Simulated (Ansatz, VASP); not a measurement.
**Cd: VASP beside Ansatz**

Contents of INCAR:

```
PREC = Accurate
ENCUT = 520
EDIFF = 1E-6
ISMEAR = 0
SIGMA = 0.1
LREAL = F
LASPH = T
NELM = 60
ALGO = Fast
ISIF = 2
LWAVE = F
LCHARG = F
GGA = PS
NBANDS = 25
```

The input KPOINTS:

```
Automatic mesh
0
Gamma
  6 6 6
```

The input POSCAR:

```
Cd
1.0
    1.4276166308      0.8242348461      6.9866193184
   -1.4276166308      0.8242348461      6.9866193184
    0.0000000000     -1.6484696922      6.9866193184
Cd
3
Direct
    0.0000000000      0.0000000000      0.0000000000
    0.7776871195      0.7776871195      0.7776871195
    0.2223128805      0.2223128805      0.2223128805
```

Input for Ansatz:

```yaml
crystal:
  lattice:
    - [1.4276166308, 0.8242348461, 6.9866193184]
    - [-1.4276166308, 0.8242348461, 6.9866193184]
    - [0.0, -1.6484696922, 6.9866193184]
  atoms:
    - { symbol: Cd, position: [0.0, 0.0, 0.0] }
    - { symbol: Cd, position: [0.7776871195, 0.7776871195, 0.7776871195] }
    - { symbol: Cd, position: [0.2223128805, 0.2223128805, 0.2223128805] }
basis:
  ecutwfc: 420
kpoints:
  mp_grid: { grid: [6, 6, 6] }
hamiltonian:
  xc: pbesol
scf:
  occupations: { method: gaussian, width: 0.1 }
output:
  forces: true
  stress: true
  eigenvalues: true
```

Alike in both runs: task single point; functional PBEsol; k mesh 6 × 6 × 6; occupations gaussian, width 0.1 eV; no spin polarisation.

|  | VASP | Ansatz |
| --- | --- | --- |
| version | VASP 6.6.1 | Ansatz 0.2.0 |
| potentials or method | VASP PAW PBE potentials, release 64 (Cd), cutoff 520 eV | scalar-relativistic, plane waves, PAW |
| valence electrons in the cell | 36 | 60 |

VASP gave:

* gap on the k mesh at the Fermi level (eV): none
* rms of the force components (eV/Å): 0.049

Task: Estimate Ansatz's values.

Result: gap on the k mesh at the Fermi level (eV): none; rms of the force components (eV/Å): 0.048.

VASP's potentials were made for PBE, not for PBEsol. Atom by atom the forces differ by 0.001 eV/Å (rms over components). A gap of «none» marks a metal or a gap that the smearing closes. VASP's potentials hold 36 valence electrons a cell and Ansatz's 60, so a difference there can come from the potentials and not from the codes.

The k mesh is coarse, so the values compare programs but aren't converged.
